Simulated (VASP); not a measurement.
Write the native input for VASP 6.6.1 that does the following.

* Task: single point
* Functional: revPBE
* Potentials or basis: VASP PAW PBE potentials, release 64 (Hg, Te)
* Cutoff: 520 eV
* k mesh: 7 × 7 × 7
* Occupations: fermi-dirac, width 0.05 eV
* Spin: no spin polarisation
* Dipole correction: no
* Further INCAR settings: ALGO = Normal; EDIFF = 1e-06; NBANDS = 16

The structure of HgTe lies in POSCAR:

```
HgTe
1.0
    0.0000000000      3.1002647044      3.1002647044
    3.1002647044      0.0000000000      3.1002647044
    3.1002647044      3.1002647044      0.0000000000
Hg Te
1 1
Direct
    0.0000000000      0.0000000000      0.0000000000
    0.5000000000      0.5000000000      0.5000000000
```

These files were run (other wordings do the same):

INCAR

```
SYSTEM = HgTe
PREC     = Accurate       ! precision mode
ENCUT    = 520            ! plane-wave cutoff, eV
EDIFF    = 1E-6           ! SCF threshold, eV
ISMEAR   = -1             ! smearing method
SIGMA    = 0.05           ! smearing width, eV
LREAL    = .FALSE.        ! projectors in reciprocal space
LASPH    = .TRUE.         ! aspherical terms in the spheres
NELM     = 60             ! most SCF steps
ALGO     = Normal         ! electronic algorithm
ISIF     = 2              ! what is computed and relaxed
LWAVE    = .FALSE.        ! write WAVECAR
LCHARG   = .FALSE.        ! write CHGCAR
GGA      = RE             ! functional
NBANDS   = 16             ! bands
```

KPOINTS

```
regular mesh
0
G
  7 7 7
  0 0 0
```

Potentials or basis: VASP PAW PBE potentials, release 64 (Hg, Te).

The run is started by

```console
$ cat potpaw_PBE.64/Hg/POTCAR potpaw_PBE.64/Te/POTCAR > POTCAR
$ mpirun -np 1 vasp_std > vasp.out
```

It gave:

```
Pressure               : 0.1 GPa
Band gap on the k mesh : zero (band 9 reaches 4.16 eV, above the bottom of band 10 at 1.94 eV)
```

Caveat: the PAW data sets were made with another functional, which shifts forces and pressure a little; spin-orbit coupling is left out, which moves the levels of the heavy elements.

It took 11 s on 1 thread of AMD EPYC 9R45 96-Core Processor (Zen 5), with other jobs on the host, peak memory 0.18 GiB.
